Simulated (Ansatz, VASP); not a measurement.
# V2SiN2 in VASP and in Ansatz

```
CELL_PARAMETERS angstrom
4.03238 0.00000 0.00000
-2.01619 3.49215 0.00000
0.00000 0.00000 2.89883
ATOMIC_POSITIONS crystal
V 0.33333 0.66667 0.25589
V 0.66667 0.33333 0.74411
Si 0.00000 0.00000 0.00000
N 0.33333 0.66667 0.67752
N 0.66667 0.33333 0.32248
```

Alike in both runs: task single point; functional PBE; k mesh 6 × 6 × 6; occupations gaussian, width 0.1 eV; collinear spin.

```csv
,VASP,Ansatz
version,VASP 6.6.1,Ansatz 0.2.0
potentials or method,"VASP PAW PBE potentials, release 64 (V_sv, Si, N), cutoff 520 eV","scalar-relativistic, plane waves, PAW"
valence electrons in the cell,40,40
```

```tsv
	VASP	Ansatz	Ansatz less VASP
gap on the k mesh at the Fermi level (eV)	none	none	-
rms of the force components (eV/Å)	23.589	18.878	-4.7109
net moment per atom (μB)	0.00	0.00	0.000
```

Atom by atom the forces differ by 4.712 eV/Å (rms over components). A gap of «none» marks a metal or a gap that the smearing closes. Ansatz's warnings: seeded moment not kept.

The k mesh is coarse, so the values compare programs but aren't converged.
